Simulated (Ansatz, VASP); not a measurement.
Li3SeF in VASP and in Ansatz

```
Li Se F
1.0
     4.52520    0.00000    0.00000
     0.00000    4.52520    0.00000
     0.00000    0.00000    4.89813
Li Se F
3 1 1
Direct
  0.00000 0.50000 0.64005
  0.00000 0.00000 0.00900
  0.50000 0.00000 0.64005
  0.00000 0.00000 0.49297
  0.50000 0.50000 0.77961
```

Change from the starting cell: species swapped into the CsInBr3 type (P4mm, No. 99).

Alike in both runs: functional PBE; k mesh 4 × 4 × 4; occupations gaussian, width 0.1 eV; no spin polarisation.

Ansatz relaxed the structure, and its values are those at the end. VASP's run is a single point on that final structure, the one shown.

|  | VASP | Ansatz |
| --- | --- | --- |
| version | VASP 6.6.1 | Ansatz 0.2.0 |
| potentials or method | VASP PAW PBE potentials, release 64 (Li_sv, Se, F), cutoff 520 eV | scalar-relativistic, plane waves, PAW |
| valence electrons in the cell | 22 | 32 |

```tsv
	VASP	Ansatz	Ansatz less VASP
gap on the k mesh at the Fermi level (eV)	3.32	3.31	-0.006
least direct gap on the mesh (eV)	3.38	3.37	-0.005
rms of the force components (eV/Å)	0.010	0.007	-0.0031
```

With one functional, cell and mesh, what is left measures potentials, basis and numerics. VASP's potentials hold 22 valence electrons a cell and Ansatz's 32, so a difference there can come from the potentials and not from the codes.

Noted on VASP's run: the cutoff is short for stress, so the pressure is rough.
